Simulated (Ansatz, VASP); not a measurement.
**Gd3O5 in VASP and in Ansatz**

```xyz
8
Lattice="3.7710 0.0000 0.0000 -1.8855 3.2658 0.0000 0.0000 0.0000 9.8878" Properties=species:S:1:pos:R:3 pbc="T T T"
Gd    0.0000    2.1772    3.1285
Gd    0.0000    0.0000    0.0000
Gd    1.8855    1.0886    6.7593
O     0.0000    0.0000    2.6246
O     1.8855    1.0886    8.9362
O     0.0000    2.1772    0.9516
O     0.0000    0.0000    7.2632
O     0.0000    0.0000    4.9439
```

Alike in both runs: functional PBE; k mesh 5 × 5 × 2; occupations gaussian, width 0.2 eV; collinear spin.

Ansatz relaxed the structure, and its values are those at the end. VASP's run is a single point on that final structure, the one shown.

|  | VASP | Ansatz |
| --- | --- | --- |
| version | VASP 6.6.1 | Ansatz 0.2.0 |
| potentials or method | VASP PAW PBE potentials, release 64 (Gd, O), cutoff 520 eV | scalar-relativistic, plane waves, PAW |
| valence electrons in the cell | 84 | 84 |

|  | VASP | Ansatz | Ansatz less VASP |
| --- | --- | --- | --- |
| gap on the k mesh at the Fermi level (eV) | 0.64 | 0.62 | -0.014 |
| least direct gap on the mesh (eV) | 0.72 | 0.70 | -0.016 |
| pressure (GPa) | 0.2 | 0.0 | -0.17 |
| rms of the force components (eV/Å) | 0.022 | 0.007 | -0.0149 |
| net moment per atom (μB) | 2.50 | 2.50 | 0.000 |
| size of the moment on the site where the two differ most (μB) | 0.49 | 0.55 | +0.061 |

Site moments also hang on the region over which each program counts them.

Neither program's run includes spin-orbit coupling.
